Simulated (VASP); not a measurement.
# Ti (P6_3/mmc) in VASP: notebook

Ti is run at these levels: revPBE; tasks: single point, relaxation of cell and atoms.

Everything below comes from runs of VASP 6.6.1. Logs are shortened: lines on timing, memory, paths and dates and some standing lists are left out, and cuts for length are marked.

**1. The cell of the first run**

Symmetry: P6_3/mmc, No. 194, hexagonal system. The conventional cell has a = 2.960 Å, b = 2.960 Å, c = 4.688 Å, α = 90.00°, β = 90.00°, γ = 120.00°. Within 3.8 Å of Ti (site symmetry -6m2) lie 12 Ti at 2.90 to 2.96 Å.

**2. Single point, revPBE**

INCAR reads:

```
PREC = Accurate
ENCUT = 520
EDIFF = 1E-7
ISMEAR = -1
SIGMA = 0.1
LREAL = F
LASPH = T
NELM = 80
ALGO = Normal
ISIF = 2
LWAVE = F
LCHARG = F
GGA = RE
NBANDS = 19
```

KPOINTS reads:

```
regular mesh
0
Gamma
  6 6 4
```

POSCAR reads:

```
Ti
1.0
    2.9599311520      0.0000000000      0.0000000000
   -1.4799655760      2.5633755711      0.0000000000
    0.0000000000      0.0000000000      4.6883257215
Ti
2
Direct
    0.3333333333      0.6666666667      0.2500000000
    0.6666666667      0.3333333333      0.7500000000
```

Potentials or basis: VASP PAW PBE potentials, release 64 (Ti_sv).

Launch:

```console
$ cat potpaw_PBE.64/Ti_sv/POTCAR > POTCAR
$ mpirun -np 1 vasp_std > vasp.out
```

OUTCAR:

```text
PREC = Accurate
   ENCUT = 520
   EDIFF = 1E-7
   ISMEAR = -1
   LREAL = F
   LASPH = T
   NELM = 80
   ISIF = 2
   GGA = RE

 ion  position               nearest neighbor table
   1  0.333  0.667  0.250-   2 2.90   2 2.90   2 2.90   2 2.90   2 2.90   2 2.90
   2  0.667  0.333  0.750-   1 2.90   1 2.90   1 2.90   1 2.90   1 2.90   1 2.90

  LATTYP: Found a hexagonal cell.
 ALAT       =     2.9599311520
 C/A-ratio  =     1.5839306662

  Lattice vectors:

 A1 = (   2.9599311520,   0.0000000000,   0.0000000000)
 A2 = (  -1.4799655760,   2.5633755711,   0.0000000000)
 A3 = (   0.0000000000,   0.0000000000,   4.6883257215)

Analysis of symmetry for initial positions (statically):
=====================================================================
 Subroutine PRICEL returns:
 Original cell was already a primitive cell.

 Routine SETGRP: Setting up the symmetry group for a
 hexagonal supercell.

 Subroutine GETGRP returns: Found 24 space group operations
 (whereof 12 operations were pure point group operations)
 out of a pool of 24 trial point group operations.

The static configuration has the point symmetry D_3d.
 The point group associated with its full space group is D_6h.

Analysis of symmetry for dynamics (positions and initial velocities):
=====================================================================
 Subroutine PRICEL returns:
 Original cell was already a primitive cell.

 Routine SETGRP: Setting up the symmetry group for a
 hexagonal supercell.

 Subroutine GETGRP returns: Found 24 space group operations
 (whereof 12 operations were pure point group operations)
 out of a pool of 24 trial point group operations.

The dynamic configuration has the point symmetry D_3d.
 The point group associated with its full space group is D_6h.

 Subroutine INISYM returns: Found 24 space group operations
 (whereof 12 operations are pure point group operations),
 and found     1 'primitive' translations

----------------------------------------------------------------------------------------

                                     Primitive cell

  volume of cell :      35.5723

  direct lattice vectors                    reciprocal lattice vectors
     2.959931152  0.000000000  0.000000000     0.337845696  0.195055303  0.000000000
    -1.479965576  2.563375571  0.000000000     0.000000000  0.390110607  0.000000000
     0.000000000  0.000000000  4.688325722     0.000000000  0.000000000  0.213295760

  length of vectors
     2.959931152  2.959931152  4.688325722     0.390110607  0.390110607  0.213295760

  position of ions in fractional coordinates (direct lattice)
     0.333333333  0.666666667  0.250000000
     0.666666667  0.333333333  0.750000000

  ion indices of the primitive-cell ions
   primitive index   ion index
                 1           1
                 2           2

----------------------------------------------------------------------------------------

 KPOINTS: regular mesh

Automatic generation of k-mesh.
 Grid dimensions read from file:
 generate k-points for:    6    6    4

 Generating k-lattice:

  Cartesian coordinates                     Fractional coordinates (reciprocal lattice)
     0.056307616  0.032509217  0.000000000     0.166666667  0.000000000  0.000000000
     0.000000000  0.065018434  0.000000000     0.000000000  0.166666667  0.000000000
     0.000000000  0.000000000  0.053323940     0.000000000  0.000000000  0.250000000

  Length of vectors
     0.065018434  0.065018434  0.053323940

  Shift w.r.t. Gamma in fractional coordinates (k-lattice)
     0.000000000  0.000000000  0.000000000

 Subroutine IBZKPT returns following result:
 ===========================================

 Found     21 irreducible k-points:

 Following reciprocal coordinates:
            Coordinates               Weight
  0.000000  0.000000  0.000000      1.000000
  0.166667  0.000000  0.000000      6.000000
  0.333333  0.000000  0.000000      6.000000
  0.500000 -0.000000  0.000000      3.000000
  0.166667  0.166667  0.000000      6.000000
  0.333333  0.166667  0.000000     12.000000
[... 13 lines left out ...]
  0.333333  0.166667  0.500000     12.000000
  0.333333  0.333333  0.500000      2.000000
   k-points           NKPTS =     21   k-points in BZ     NKDIM =     21   number of bands    NBANDS=     19
   number of dos      NEDOS =    301   number of ions     NIONS =      2
   total plane-waves  NPLWV =  20736
   dimension x,y,z NGX =    24 NGY =   24 NGZ =   36
   dimension x,y,z NGXF=    48 NGYF=   48 NGZF=   72
   ions per type =               2
   NGX,Y,Z   is equivalent  to a cutoff of  13.48, 13.48, 12.77 a.u.
   NGXF,Y,Z  is equivalent  to a cutoff of  26.96, 26.96, 25.53 a.u.
 SYSTEM =  unknown system
   PREC   = accura    normal or accurate (medium, high low for compatibility)
   ISTART =      0    job   : 0-new  1-cont  2-samecut
   ICHARG =      2    charge: 1-file 2-atom 10-const
   ISPIN  =      1    spin polarized calculation?
   LNONCOLLINEAR =      F non collinear calculations
   LSORBIT =      F    spin-orbit coupling
   LASPH  =      T    aspherical Exc in radial PAW
   ENCUT  =  520.0 eV  38.22 Ry    6.18 a.u.   5.50  5.50  8.72*2*pi/ulx,y,z
   NELM   =     80;   NELMIN=  2; NELMDL= -5     # of ELM steps
   EDIFF  = 0.1E-06   stopping-criterion for ELM
   LREAL  =      F    real-space projection
   EDIFFG = 0.1E-05   stopping-criterion for IOM
   NSW    =      0    number of steps for IOM
   IBRION =     -1    ionic relax: 0-MD 1-quasi-New 2-CG
   NFREE  =      0    steps in history (QN), initial steepest desc. (CG)
   ISIF   =      2    stress and relaxation
   ISYM   =      2    0-nonsym 1-usesym 2-fastsym
   POTIM  = 0.5000    time-step for ionic-motion
   TEBEG  =    0.0;   TEEND  =   0.0 temperature during run
   PSTRESS=    0.0 pullay stress
   NELECT =      24.0000    total number of electrons
   NUPDOWN=      -1.0000    fix difference up-down
   EMIN   =  10.00;   EMAX   =-10.00  energy-range for DOS
   EFERMI =   0.00;   METHOD = LEGACY
   ISMEAR =    -1;   SIGMA  =   0.10  broadening in eV -4-tet -1-fermi 0-gaus
   EFERMI_NEDOS =   21; number of points for ismear=-14 and -15
   IALGO  =     38    algorithm
   IMIX   =      4    mixing-type and parameters
     AMIX     =   0.40;   BMIX     =  1.00
     AMIX_MAG =   1.60;   BMIX_MAG =  1.00
  volume/ion in A,a.u.               =      17.79       120.03
  Fermi-wavevector in a.u.,A,eV,Ry     =   1.435847  2.713357 28.050524  2.061655
  Thomas-Fermi vector in A             =   2.555100
   LORBIT       =      0    0 simple, 1 ext, 2 COOP (PROOUT), +10 PAW based schemes
   GGA     = RE    functional components
   LHFCALC =     F    Hartree Fock is set to
   AEXX    =    0.0000 exact exchange contribution
   IVDW    =     0    specifies the selected vdW correction
   LEPSILON=     F    determine dielectric tensor
   LRPA    =     F    only Hartree local field effects (RPA)
 non-spin polarized calculation
  energy-cutoff  :      520.00
  volume of cell :       35.57
 maximum number of plane-waves:       990
 NGX is ok and might be reduce to    24
   NGX = 11   NGY = 11   NGZ = 17

 number of electron      24.0000003 magnetization

 Free energy of the ion-electron system (eV)
  ---------------------------------------------------
  ext. energy  EPLUGINS =         0.00000000
  ---------------------------------------------------
  free energy    TOTEN  =       -15.06989159 eV

  energy without entropy =      -14.98373549  energy(sigma->0) =      -15.02681354

 E-fermi :   8.1825     XC(G=0): -11.3055

 val. band max:        8.1772680234   @ k =   0.1667   0.0000   0.0000
 cond. band min:       8.1940978841   @ k =   0.3333   0.3333   0.2500
 fundamental gap:      0.0168298607
 Fermi energy:         8.1825355982

 k-point     1 :       0.0000    0.0000    0.0000
  band No.  band energies     occupation
      1     -48.8218      2.00000
      2     -48.6989      2.00000
      3     -25.3207      2.00000
      4     -24.7428      2.00000
      5     -24.7428      2.00000
      6     -24.6690      2.00000
[... 11 lines left out ...]
     18       9.7757      0.00000
     19      11.2509      0.00000

 k-point     2 :       0.1667    0.0000    0.0000
  band No.  band energies     occupation
      1     -48.7986      2.00000
      2     -48.6903      2.00000
      3     -25.2668      2.00000
      4     -24.8496      2.00000
      5     -24.7776      2.00000
      6     -24.7590      2.00000
[... 11 lines left out ...]
     18       9.8737      0.00000
     19      11.4199      0.00000

 k-point     3 :       0.3333    0.0000    0.0000
  band No.  band energies     occupation
      1     -48.7478      2.00000
      2     -48.6772      2.00000
      3     -25.1361      2.00000
      4     -25.0667      2.00000
      5     -24.9652      2.00000
      6     -24.8427      2.00000
[... 11 lines left out ...]
     18      10.9234      0.00000
     19      11.6006      0.00000

 k-point     4 :       0.5000   -0.0000    0.0000
  band No.  band energies     occupation
      1     -48.7164      2.00000
      2     -48.6764      2.00000
      3     -25.1760      2.00000
      4     -25.0635      2.00000
      5     -25.0395      2.00000
      6     -24.8738      2.00000
[... 11 lines left out ...]
     18      11.6526      0.00000
     19      12.3959      0.00000

 k-point     5 :       0.1667    0.1667    0.0000
  band No.  band energies     occupation
      1     -48.7614      2.00000
      2     -48.6796      2.00000
      3     -25.1734      2.00000
      4     -24.9630      2.00000
      5     -24.9527      2.00000
      6     -24.8080      2.00000
[... 11 lines left out ...]
     18      10.8779      0.00000
     19      11.4796      0.00000
[... 268 lines left out ...]
      2     -48.6964      2.00000
      3     -25.2330      2.00000
      4     -25.2330      2.00000
      5     -24.8190      2.00000
      6     -24.8190      2.00000
[... 11 lines left out ...]
     18      11.5485      0.00000
     19      11.8552      0.00000

 k-point    19 :       0.1667    0.1667    0.5000
  band No.  band energies     occupation
      1     -48.7206      2.00000
      2     -48.7206      2.00000
      3     -25.0971      2.00000
      4     -25.0971      2.00000
      5     -24.8257      2.00000
      6     -24.8257      2.00000
[... 11 lines left out ...]
     18      11.1403      0.00000
     19      11.4231      0.00000

 k-point    20 :       0.3333    0.1667    0.5000
  band No.  band energies     occupation
      1     -48.6964      2.00000
      2     -48.6964      2.00000
      3     -25.1861      2.00000
      4     -25.1861      2.00000
      5     -24.8939      2.00000
      6     -24.8939      2.00000
[... 11 lines left out ...]
     18      11.4291      0.00000
     19      12.6222      0.00000

 k-point    21 :       0.3333    0.3333    0.5000
  band No.  band energies     occupation
      1     -48.6883      2.00000
      2     -48.6883      2.00000
      3     -25.1554      2.00000
      4     -25.1554      2.00000
      5     -24.9902      2.00000
      6     -24.9902      2.00000
[... 11 lines left out ...]
     18      11.2457      0.00000
     19      14.7271      0.00000

------------------------ aborting loop because EDIFF is reached ----------------------------------------

  FORCE on cell =-STRESS in cart. coord.  units (eV):
  Direction    XX          YY          ZZ          XY          YZ          ZX
  --------------------------------------------------------------------------------------
  -------------------------------------------------------------------------------------
  Total       -0.1135885     -0.1135885      0.0756784      0.0000000     -0.0000000     -0.0000000
  in kB       -5.1160350     -5.1160350      3.4085594      0.0000000     -0.0000000     -0.0000000
  external PRESSURE =      -2.2745035 kB  Pullay stress =       0.0000000 kB

 VOLUME and BASIS-vectors are now :
 -----------------------------------------------------------------------------
  energy-cutoff  :      520.00
  volume of cell :       35.57
      direct lattice vectors                 reciprocal lattice vectors
     2.959931152  0.000000000  0.000000000     0.337845696  0.195055303  0.000000000
    -1.479965576  2.563375571  0.000000000     0.000000000  0.390110607  0.000000000
     0.000000000  0.000000000  4.688325722     0.000000000  0.000000000  0.213295760

 POSITION                                       TOTAL-FORCE (eV/Angst)
 -----------------------------------------------------------------------------------
     -0.00000      1.70892      1.17208        -0.000000      0.000000      0.000000
      1.47997      0.85446      3.51624         0.000000      0.000000      0.000000
 -----------------------------------------------------------------------------------
    total drift:                               -0.000000      0.000000     -0.000000

  FREE ENERGIE OF THE ION-ELECTRON SYSTEM (eV)
  ---------------------------------------------------
  free  energy   TOTEN  =       -15.0698915857 eV

  energy  without entropy=      -14.9837354894  energy(sigma->0) =      -15.02681354
```

Run time: 14 s. Hardware: 1 thread of AMD EPYC 7R13 (Zen 3), shared host; peak memory 0.12 GiB.

What came out:

```
Free energy            : -15.0699 eV
Pressure               : -0.2 GPa
Band gap on the k mesh : zero (band 12 reaches 8.94 eV, above the bottom of band 13 at 7.93 eV)
```

Stress tensor (GPa, compression positive):
```
-0.51  0.00  0.00
 0.00 -0.51  0.00
 0.00  0.00  0.34
```

Caveat: the k points lie up to 0.41 Å⁻¹ apart; the PAW data sets were made with another functional, which shifts forces and pressure a little.

**3. Single point, revPBE**

INCAR reads:

```
PREC = Accurate ; ENCUT = 520
EDIFF = 1E-7 ; ISMEAR = -1
SIGMA = 0.1 ; LREAL = False
LASPH = True ; NELM = 60
ALGO = Normal ; ISIF = 2
LWAVE = False ; LCHARG = True
GGA = RE ; LELF = True
LVHAR = True ; NBANDS = 19
```

KPOINTS reads:

```
Automatic mesh
0
Gamma
  12 12 7
```

POSCAR reads:

```
Ti
1.0
    2.9599311518      0.0000000000      0.0000000000
   -1.4799655759      2.5633755709      0.0000000000
    0.0000000000      0.0000000000      4.6883257217
Ti
2
Direct
    0.3333333333      0.6666666667      0.2500000000
    0.6666666667      0.3333333333      0.7500000000
```

Potentials or basis: VASP PAW PBE potentials, release 64 (Ti_sv).

Launch:

```console
$ cat potpaw_PBE.64/Ti_sv/POTCAR > POTCAR
$ mpirun -np 1 vasp_std > vasp.out
```

OUTCAR:

```text
PREC = Accurate
   ENCUT = 520
   EDIFF = 1E-7
   ISMEAR = -1
   LREAL = False
   LASPH = True
   NELM = 60
   ISIF = 2
   GGA = RE

 ion  position               nearest neighbor table
   1  0.333  0.667  0.250-   2 2.90   2 2.90   2 2.90   2 2.90   2 2.90   2 2.90
   2  0.667  0.333  0.750-   1 2.90   1 2.90   1 2.90   1 2.90   1 2.90   1 2.90

  LATTYP: Found a hexagonal cell.
 ALAT       =     2.9599311518
 C/A-ratio  =     1.5839306664

  Lattice vectors:

 A1 = (   2.9599311518,   0.0000000000,   0.0000000000)
[... 192 lines left out ...]
      5     -24.7443      2.00000
      6     -24.6787      2.00000
[... 505 lines left out ...]
      6     -24.8370      2.00000
[... 11 lines left out ...]
     18      10.8282      0.00000
     19      11.5349      0.00000

 [... further k-points ...]
[... 5 lines left out ...]
  --------------------------------------------------------------------------------------
  -------------------------------------------------------------------------------------
  Total       -0.0572113     -0.0572113     -0.0630096     -0.0000000      0.0000000      0.0000000
  in kB       -2.5767993     -2.5767993     -2.8379540     -0.0000000      0.0000000      0.0000000
  external PRESSURE =      -2.6638509 kB  Pullay stress =       0.0000000 kB

 VOLUME and BASIS-vectors are now :
 -----------------------------------------------------------------------------
  energy-cutoff  :      520.00
  volume of cell :       35.57
      direct lattice vectors                 reciprocal lattice vectors
     2.959931152  0.000000000  0.000000000     0.337845696  0.195055304  0.000000000
    -1.479965576  2.563375571  0.000000000     0.000000000  0.390110607  0.000000000
     0.000000000  0.000000000  4.688325722     0.000000000  0.000000000  0.213295760

 POSITION                                       TOTAL-FORCE (eV/Angst)
 -----------------------------------------------------------------------------------
     -0.00000      1.70892      1.17208         0.000000     -0.000000      0.000000
      1.47997      0.85446      3.51624        -0.000000      0.000000      0.000000
 -----------------------------------------------------------------------------------
    total drift:                               -0.000000      0.000000     -0.000000

  FREE ENERGIE OF THE ION-ELECTRON SYSTEM (eV)
  ---------------------------------------------------
  free  energy   TOTEN  =       -15.0751959375 eV

  energy  without entropy=      -14.9966638420  energy(sigma->0) =      -15.03592989
```

OSZICAR:

```text
N       E                     dE             d eps       ncg     rms          rms(c)
DAV:   1     0.268239441590E+03    0.26824E+03   -0.13055E+04  2888   0.157E+03
DAV:   2     0.135828888250E+02   -0.25466E+03   -0.25043E+03  2951   0.445E+02
DAV:   3    -0.158934134633E+02   -0.29476E+02   -0.29144E+02  5449   0.124E+02
DAV:   4    -0.170924164264E+02   -0.11990E+01   -0.11981E+01  3353   0.263E+01
DAV:   5    -0.171479564530E+02   -0.55540E-01   -0.55535E-01  4345   0.404E+00    0.114E+01
DAV:   6    -0.150649960785E+02    0.20830E+01   -0.77605E+00  3379   0.278E+01    0.283E+00
DAV:   7    -0.150555877825E+02    0.94083E-02   -0.66831E-01  4326   0.606E+00    0.202E+00
DAV:   8    -0.150827185410E+02   -0.27131E-01   -0.19381E-01  3173   0.496E+00    0.685E-01
DAV:   9    -0.150747940692E+02    0.79245E-02   -0.44432E-02  3274   0.210E+00    0.651E-02
DAV:  10    -0.150751624721E+02   -0.36840E-03   -0.30125E-03  4161   0.333E-01    0.725E-02
DAV:  11    -0.150752037650E+02   -0.41293E-04   -0.10911E-04  3647   0.718E-02    0.366E-02
DAV:  12    -0.150751944160E+02    0.93490E-05   -0.37794E-05  3202   0.524E-02    0.328E-03
DAV:  13    -0.150751951481E+02   -0.73203E-06   -0.11593E-06  3610   0.866E-03    0.654E-04
DAV:  14    -0.150751958290E+02   -0.68090E-06   -0.74974E-08  1806   0.226E-03    0.400E-04
DAV:  15    -0.150751959481E+02   -0.11912E-06   -0.32583E-08  1600   0.128E-03    0.111E-04
DAV:  16    -0.150751959375E+02    0.10605E-07   -0.11285E-08  1510   0.811E-04
   1 F= -.15075196E+02 E0= -.15035930E+02  d E =-.785321E-01
```

Run time: 31 s. Hardware: 1 thread of Intel Xeon 6975P-C, shared host; peak memory 0.18 GiB.

Results:

```yaml
Free_energy: -15.0752 eV
Pressure: -0.3 GPa
Band_gap_on_the_k_mesh: zero (band 12 reaches 8.94 eV, above the bottom of band 13 at 7.87 eV)
```

Caveat: the PAW data sets were made with another functional, which shifts forces and pressure a little.

**4. Relaxation of cell and atoms, revPBE**

This run uses another cell than the first one, of 17.66 Å³/atom, 0.993 times its volume.

INCAR reads:

```
PREC = Accurate
ENCUT = 600
EDIFF = 1E-6
ISMEAR = -1
SIGMA = 0.1
LREAL = False
LASPH = True
NELM = 100
ALGO = Normal
ISIF = 3
LWAVE = False
LCHARG = False
GGA = RE
IBRION = 2
NSW = 80
EDIFFG = -0.01
```

KPOINTS is that of step 3.

POSCAR reads:

```
Ti
1.0
    2.9499978604      0.0000000000      0.0000000000
   -1.4749989302      2.5547730882      0.0000000000
    0.0000000000      0.0000000000      4.6860000000
Ti
2
Direct
    0.3333333333      0.6666666667      0.2500000000
    0.6666666667      0.3333333333      0.7500000000
```

Launch:

```console
$ cat potpaw_PBE.64/Ti_sv/POTCAR > POTCAR
$ mpirun -np 1 vasp_std > vasp.out
```

Run time: 88 s. Hardware: 1 thread of Intel Xeon 6975P-C, shared host; peak memory 0.19 GiB.

It converged, with:

```yaml
Free_energy: -15.0749 eV
Relaxed_volume: 17.75 Å³/atom
Relaxed_cell: a = 2.957 Å, b = 2.957 Å, c = 4.687 Å, α = 90.00°, β = 90.00°, γ = 120.00°
Space_group_after_relaxing_to_0.05_Å: P6_3/mmc (No. 194)
Energy_gained_by_relaxing: 0.2 meV/atom
Ionic_steps: 5
Pressure_after_relaxing: 0.0 GPa
Band_gap_on_the_k_mesh: zero (band 12 reaches 8.97 eV, above the bottom of band 13 at 7.89 eV)
```

Step by step:
```csv
step,energy change (eV),largest force (eV/Å),pressure (GPa),volume (Å³)
1,0.0000,0.0000,0.51,35.32
2,-0.0002,0.0000,-0.38,35.60
3,-0.0003,0.0000,-0.01,35.49
4,-0.0003,0.0000,-0.04,35.50
5,-0.0003,0.0000,-0.04,35.49
```

Final structure:
```
CELL_PARAMETERS angstrom
2.95704 0.00000 0.00000
-1.47852 2.56087 0.00000
0.00000 0.00000 4.68665
ATOMIC_POSITIONS crystal
Ti 0.33333 0.66667 0.25000
Ti 0.66667 0.33333 0.75000
```

Levels at points of the mesh, in eV from the Fermi level:
```
           k point  band 9  band 10  band 11  band 12  band 13  band 14  band 15  band 16
(0.00, 0.00, 0.00)   -6.15    -2.62     0.70     0.79     0.79     0.90     1.27     1.27
(0.50, 0.00, 0.00)   -2.30    -2.07    -1.76    -0.64     0.52     0.64     1.17     3.27
```

Caveat: the PAW data sets were made with another functional, which shifts forces and pressure a little.

(Continued in part 2 of 2.)
